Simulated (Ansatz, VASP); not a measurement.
## One calculation of SnO, two programs

```
Sn O
1.0
     0.00000    2.53697    2.53697
     2.53697    0.00000    2.53697
     2.53697    2.53697    0.00000
Sn O
1 1
Direct
  0.00000 0.00000 0.00000
  0.50000 0.50000 0.50000
```

Alike in both runs: task single point; functional PBE; k mesh 8 × 8 × 8; occupations fermi-dirac, width 0.02 eV; no spin polarisation.

|  | VASP | Ansatz |
| --- | --- | --- |
| version | VASP 6.6.1 | Ansatz 0.2.0 |
| potentials or method | VASP PAW PBE potentials, release 64 (Sn_d, O) | plane waves, PAW |
| plane-wave cutoff (eV) | 520 | 420 |
| valence electrons in the cell | 20 | 20 |

Ansatz gave:

```
gap on the k mesh at the Fermi level (eV) : 0.89
pressure (GPa)                            : 2.4
```

Problem. Estimate VASP's values.

Solution. gap on the k mesh at the Fermi level (eV): 0.89; pressure (GPa): 2.3.

The functional is the same, so the differences come from potentials, cutoffs and numerics.
